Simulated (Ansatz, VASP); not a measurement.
**Ru2W: VASP beside Ansatz**

```
Ru W
1.0
     2.75815    0.00000    0.00000
    -1.37908    2.38863    0.00000
     0.00000    0.00000    7.28561
Ru W
2 1
Direct
  0.00000 0.00000 0.67271
  0.00000 0.00000 0.32729
  0.00000 0.00000 0.00000
```

Alike in both runs: functional PBE; k mesh 18 × 18 × 6; occupations gaussian, width 0.1 eV; no spin polarisation.

Ansatz relaxed the structure, and its values are those at the end. VASP's run is a single point on that final structure, the one shown.

```csv
,VASP,Ansatz
version,VASP 6.6.1,Ansatz 0.2.0
potentials or method,"VASP PAW PBE potentials, release 64 (Ru_pv, W_sv), cutoff 520 eV","scalar-relativistic, plane waves, PAW"
valence electrons in the cell,42,46
```

Ansatz gave:

| Quantity | Value |
| --- | --- |
| gap on the k mesh at the Fermi level (eV) | none |
| pressure (GPa) | 0.0 |
| rms of the force components (eV/Å) | 0.004 |

Q: Which values does VASP return?

A: gap on the k mesh at the Fermi level (eV): none; pressure (GPa): 0.6; rms of the force components (eV/Å): 0.056.

A gap of «none» marks a metal or a gap that the smearing closes. The functional is the same, so the differences come from potentials, cutoffs and numerics. VASP's potentials hold 42 valence electrons a cell and Ansatz's 46, so a difference there can come from the potentials and not from the codes.

Neither program's run includes spin-orbit coupling.
